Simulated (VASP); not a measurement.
# Cr (Fd-3m) in VASP: notebook

Runs on Cr. Level: RPBE. Tasks: single point.

Program: VASP 6.6.1. These are calculated values, not measurements. Logs are shortened: lines on timing, memory, paths and dates and some standing lists are left out, and cuts for length are marked.

### Step 1. The cell of the first run

It takes space group Fd-3m (No. 227, cubic). The conventional cell has a = 5.378 Å, b = 5.378 Å, c = 5.378 Å, α = 90.00°, β = 90.00°, γ = 90.00°. Cr (site symmetry -43m) has 4 Cr at 2.33 Å within 3.1 Å.

This isn't the form of Cr at room conditions, which is bcc.

### Step 2. Single point, RPBE, collinear spin, antiferromagnetic start (19.44 Å³/atom)

Contents of INCAR:

```
  PREC = Accurate
  ENCUT = 520
  EDIFF = 1E-6
  ISMEAR = -1
  SIGMA = 0.05
  LREAL = F
  LASPH = T
  NELM = 150
  ALGO = Normal
  ISIF = 2
  LWAVE = F
  LCHARG = T
  ISPIN = 2
  MAGMOM = 3.003 -3.003
  LORBIT = 11
  LMAXMIX = 4
  GGA = RP
  LELF = T
  LVHAR = T
  NBANDS = 23
```

Contents of KPOINTS:

```
Automatic mesh
0
Gamma
  11 11 11
```

Contents of POSCAR:

```
Cr
1.0
    0.0000000000      2.6887709886      2.6887709886
    2.6887709886      0.0000000000      2.6887709886
    2.6887709886      2.6887709886      0.0000000000
Cr
2
Direct
    0.1250000000      0.1250000000      0.1250000000
    0.8750000000      0.8750000000      0.8750000000
```

Potentials or basis: VASP PAW PBE potentials, release 64 (Cr_pv).

Command:

```
> cat potpaw_PBE.64/Cr_pv/POTCAR > POTCAR
> mpirun -np 1 vasp_std > vasp.out
```

OUTCAR:

```text
PREC = Accurate
   ENCUT = 520
   EDIFF = 1E-6
   ISMEAR = -1
   LREAL = F
   LASPH = T
   NELM = 150
   ISIF = 2
   ISPIN = 2
   LORBIT = 11
   GGA = RP

 ion  position               nearest neighbor table
   1  0.125  0.125  0.125-   2 2.33   2 2.33   2 2.33   2 2.33
   2  0.875  0.875  0.875-   1 2.33   1 2.33   1 2.33   1 2.33

  LATTYP: Found a face centered cubic cell.
 ALAT       =     5.3775419772

  Lattice vectors:

 A1 = (   0.0000000000,   2.6887709886,   2.6887709886)
 A2 = (   2.6887709886,   0.0000000000,   2.6887709886)
 A3 = (   2.6887709886,   2.6887709886,   0.0000000000)

Analysis of symmetry for initial positions (statically):
=====================================================================
 Subroutine PRICEL returns:
 Original cell was already a primitive cell.

 Routine SETGRP: Setting up the symmetry group for a
 face centered cubic supercell.

 Subroutine GETGRP returns: Found 48 space group operations
 (whereof 12 operations were pure point group operations)
 out of a pool of 48 trial point group operations.

The static configuration has the point symmetry D_3d.
 The point group associated with its full space group is O_h .

Analysis of symmetry for dynamics (positions and initial velocities):
=====================================================================
 Subroutine PRICEL returns:
 Original cell was already a primitive cell.

 Routine SETGRP: Setting up the symmetry group for a
 face centered cubic supercell.

 Subroutine GETGRP returns: Found 48 space group operations
 (whereof 12 operations were pure point group operations)
 out of a pool of 48 trial point group operations.

The dynamic configuration has the point symmetry D_3d.
 The point group associated with its full space group is O_h .

Analysis of structural, dynamic, and magnetic symmetry:
=====================================================================
 Subroutine PRICEL returns:
 Original cell was already a primitive cell.

 Routine SETGRP: Setting up the symmetry group for a
 face centered cubic supercell.

 Subroutine GETGRP returns: Found 48 space group operations
 (whereof 12 operations were pure point group operations)
 out of a pool of 48 trial point group operations.

The overall configuration has the point symmetry D_3d.
 The point group associated with its full space group is O_h .

 Subroutine INISYM returns: Found 48 space group operations
 (whereof 12 operations are pure point group operations),
 and found     1 'primitive' translations

----------------------------------------------------------------------------------------

                                     Primitive cell

  volume of cell :      38.8769

  direct lattice vectors                    reciprocal lattice vectors
     0.000000000  2.688770989  2.688770989    -0.185958567  0.185958567  0.185958567
     2.688770989  0.000000000  2.688770989     0.185958567 -0.185958567  0.185958567
     2.688770989  2.688770989  0.000000000     0.185958567  0.185958567 -0.185958567

  length of vectors
     3.802496398  3.802496398  3.802496398     0.322089686  0.322089686  0.322089686

  position of ions in fractional coordinates (direct lattice)
     0.125000000  0.125000000  0.125000000
     0.875000000  0.875000000  0.875000000

  ion indices of the primitive-cell ions
   primitive index   ion index
                 1           1
                 2           2

----------------------------------------------------------------------------------------

 KPOINTS: Automatic mesh

Automatic generation of k-mesh.
 Grid dimensions read from file:
 generate k-points for:   11   11   11

 Generating k-lattice:

  Cartesian coordinates                     Fractional coordinates (reciprocal lattice)
    -0.016905324  0.016905324  0.016905324     0.090909091  0.000000000  0.000000000
     0.016905324 -0.016905324  0.016905324     0.000000000  0.090909091  0.000000000
     0.016905324  0.016905324 -0.016905324     0.000000000  0.000000000  0.090909091

  Length of vectors
     0.029280881  0.029280881  0.029280881

  Shift w.r.t. Gamma in fractional coordinates (k-lattice)
     0.000000000  0.000000000  0.000000000

 Subroutine IBZKPT returns following result:
 ===========================================

 Found     56 irreducible k-points:

 Following reciprocal coordinates:
            Coordinates               Weight
  0.000000  0.000000  0.000000      1.000000
  0.090909  0.000000  0.000000      8.000000
  0.181818  0.000000  0.000000      8.000000
  0.272727  0.000000  0.000000      8.000000
  0.363636  0.000000  0.000000      8.000000
  0.454545  0.000000  0.000000      8.000000
[... 16 lines left out ...]
 -0.272727  0.181818  0.000000     24.000000
 -0.181818  0.181818  0.000000     12.000000
 [... further k-points ...]
   k-points           NKPTS =     56   k-points in BZ     NKDIM =     56   number of bands    NBANDS=     23
   number of dos      NEDOS =    301   number of ions     NIONS =      2
   total plane-waves  NPLWV =  21952
   dimension x,y,z NGX =    28 NGY =   28 NGZ =   28
   dimension x,y,z NGXF=    56 NGYF=   56 NGZF=   56
   ions per type =               2
   NGX,Y,Z   is equivalent  to a cutoff of  12.24, 12.24, 12.24 a.u.
   NGXF,Y,Z  is equivalent  to a cutoff of  24.48, 24.48, 24.48 a.u.
 SYSTEM =  unknown system
   PREC   = accura    normal or accurate (medium, high low for compatibility)
   ISTART =      0    job   : 0-new  1-cont  2-samecut
   ICHARG =      2    charge: 1-file 2-atom 10-const
   ISPIN  =      2    spin polarized calculation?
   LNONCOLLINEAR =      F non collinear calculations
   LSORBIT =      F    spin-orbit coupling
   LASPH  =      T    aspherical Exc in radial PAW
   ENCUT  =  520.0 eV  38.22 Ry    6.18 a.u.   7.07  7.07  7.07*2*pi/ulx,y,z
   NELM   =    150;   NELMIN=  2; NELMDL= -5     # of ELM steps
   EDIFF  = 0.1E-05   stopping-criterion for ELM
   LREAL  =      F    real-space projection
   EDIFFG = 0.1E-04   stopping-criterion for IOM
   NSW    =      0    number of steps for IOM
   IBRION =     -1    ionic relax: 0-MD 1-quasi-New 2-CG
   NFREE  =      0    steps in history (QN), initial steepest desc. (CG)
   ISIF   =      2    stress and relaxation
   ISYM   =      2    0-nonsym 1-usesym 2-fastsym
   POTIM  = 0.5000    time-step for ionic-motion
   TEBEG  =    0.0;   TEEND  =   0.0 temperature during run
   PSTRESS=    0.0 pullay stress
   NELECT =      24.0000    total number of electrons
   NUPDOWN=      -1.0000    fix difference up-down
   EMIN   =  10.00;   EMAX   =-10.00  energy-range for DOS
   EFERMI =   0.00;   METHOD = LEGACY
   ISMEAR =    -1;   SIGMA  =   0.05  broadening in eV -4-tet -1-fermi 0-gaus
   EFERMI_NEDOS =   21; number of points for ismear=-14 and -15
   IALGO  =     38    algorithm
   IMIX   =      4    mixing-type and parameters
     AMIX     =   0.40;   BMIX     =  1.00
     AMIX_MAG =   1.60;   BMIX_MAG =  1.00
  volume/ion in A,a.u.               =      19.44       131.18
  Fermi-wavevector in a.u.,A,eV,Ry     =   1.393953  2.634189 26.437544  1.943105
  Thomas-Fermi vector in A             =   2.517549
   LORBIT       =     11    0 simple, 1 ext, 2 COOP (PROOUT), +10 PAW based schemes
   GGA     = RP    functional components
   LHFCALC =     F    Hartree Fock is set to
   AEXX    =    0.0000 exact exchange contribution
   IVDW    =     0    specifies the selected vdW correction
   LEPSILON=     F    determine dielectric tensor
   LRPA    =     F    only Hartree local field effects (RPA)
 spin polarized calculation
  energy-cutoff  :      520.00
  volume of cell :       38.88
 maximum number of plane-waves:      1055
   NGX = 15   NGY = 15   NGZ = 15

 number of electron      24.0000004 magnetization      -0.0000000

 number of electron      24.0000004 magnetization       0.0000000

 Free energy of the ion-electron system (eV)
  ---------------------------------------------------
  ext. energy  EPLUGINS =         0.00000000
  ---------------------------------------------------
  free energy    TOTEN  =       -14.45733279 eV

  energy without entropy =      -14.44993220  energy(sigma->0) =      -14.45363249

 E-fermi :   5.0581     XC(G=0): -10.3225

 val. band max:        5.0572751567   @ k =  -0.2727   0.4545   0.1818
 cond. band min:       5.1039048948   @ k =  -0.3636   0.4545   0.0909
 fundamental gap:      0.0466297381
 Fermi energy:         5.0580764319

 spin component 1

 k-point     1 :       0.0000    0.0000    0.0000
  band No.  band energies     occupation
      1     -38.2232      1.00000
      2     -38.2232      1.00000
      3     -38.2232      1.00000
      4     -35.2601      1.00000
      5     -35.2601      1.00000
      6     -35.2601      1.00000
[... 15 lines left out ...]
     22      17.6143      0.00000
     23      17.9725      0.00000
[... 575 lines left out ...]
      1     -38.2394      1.00000
      2     -38.2300      1.00000
      3     -38.2193      1.00000
      4     -35.2708      1.00000
      5     -35.2532      1.00000
      6     -35.2468      1.00000
[... 15 lines left out ...]
     22      16.1016      0.00000
     23      16.3542      0.00000

 [... further k-points ...]

 spin component 2

 k-point     1 :       0.0000    0.0000    0.0000
  band No.  band energies     occupation
      1     -38.2232      1.00000
      2     -38.2232      1.00000
      3     -38.2232      1.00000
      4     -35.2601      1.00000
      5     -35.2601      1.00000
      6     -35.2601      1.00000
[... 15 lines left out ...]
     22      17.6143      0.00000
     23      17.9725      0.00000
[... 575 lines left out ...]
      1     -38.2394      1.00000
      2     -38.2300      1.00000
      3     -38.2193      1.00000
      4     -35.2708      1.00000
      5     -35.2532      1.00000
      6     -35.2468      1.00000
[... 15 lines left out ...]
     22      16.1016      0.00000
     23      16.3542      0.00000

 [... further k-points ...]

------------------------ aborting loop because EDIFF is reached ----------------------------------------

  FORCE on cell =-STRESS in cart. coord.  units (eV):
  Direction    XX          YY          ZZ          XY          YZ          ZX
  --------------------------------------------------------------------------------------
  -------------------------------------------------------------------------------------
  Total        1.0462735      1.0462735      1.0462735     -0.0000000      0.0000000      0.0000000
  in kB       43.1185729     43.1185729     43.1185729     -0.0000000      0.0000000      0.0000000
  external PRESSURE =      43.1185729 kB  Pullay stress =       0.0000000 kB

 VOLUME and BASIS-vectors are now :
 -----------------------------------------------------------------------------
  energy-cutoff  :      520.00
  volume of cell :       38.88
      direct lattice vectors                 reciprocal lattice vectors
     0.000000000  2.688770989  2.688770989    -0.185958567  0.185958567  0.185958567
     2.688770989  0.000000000  2.688770989     0.185958567 -0.185958567  0.185958567
     2.688770989  2.688770989  0.000000000     0.185958567  0.185958567 -0.185958567

 POSITION                                       TOTAL-FORCE (eV/Angst)
 -----------------------------------------------------------------------------------
      0.67219      0.67219      0.67219         0.000000      0.000000      0.000000
      4.70535      4.70535      4.70535        -0.000000     -0.000000     -0.000000
 -----------------------------------------------------------------------------------
    total drift:                                0.000000      0.000000     -0.000000

  FREE ENERGIE OF THE ION-ELECTRON SYSTEM (eV)
  ---------------------------------------------------
  free  energy   TOTEN  =       -14.4573327868 eV

  energy  without entropy=      -14.4499322025  energy(sigma->0) =      -14.45363249

 total charge

# of ion       s       p       d       tot
------------------------------------------
    1        0.429   6.134   4.345  10.908
    2        0.429   6.134   4.345  10.908
--------------------------------------------------
tot          0.858  12.268   8.690  21.816

 magnetization (x)

# of ion       s       p       d       tot
------------------------------------------
    1        0.033  -0.049   2.916   2.900
    2       -0.033   0.049  -2.916  -2.900
--------------------------------------------------
tot          0.000   0.000   0.000   0.000
```

It took 45 s on 1 thread of AMD EPYC 9R45 (Zen 5), shared host; peak memory 0.18 GiB.

What came out:

| Item | Value |
| --- | --- |
| Free energy | -14.4573 eV |
| Pressure | 4.3 GPa |
| Band gap on the k mesh | zero (filled and empty bands overlap) |
| Net moment | 0.00 μB per cell |
| Site moments | Cr +2.90, -2.90 μB |
| Valence electrons inside the program's atomic spheres | Cr 10.91 |

Levels at points of the mesh, in eV from the Fermi level:
Spin up:
```tsv
k point	band 8	band 9	band 10	band 11	band 12	band 13	band 14	band 15	band 16	band 17
(0.00, 0.00, 0.00)	-1.21	-1.21	-1.08	-1.08	-1.08	1.79	1.79	1.79	3.51	3.51
```
Spin down:
```tsv
k point	band 9	band 10	band 11	band 12	band 13	band 14	band 15	band 16
(0.00, 0.00, 0.00)	-1.21	-1.08	-1.08	-1.08	1.79	1.79	1.79	3.51
```

Caveat: the cell stands under pressure; an empty level that is flat over the whole mesh can mark a ghost state of the potentials, or a narrow d or f band; the antiferromagnetic order is the one typed at the start, and another may lie lower; the PAW data sets were made with another functional, which shifts forces and pressure a little.

[end of part 1 of 2]

The gap in the log of VASP goes by the Fermi energy; the results here count the filled bands.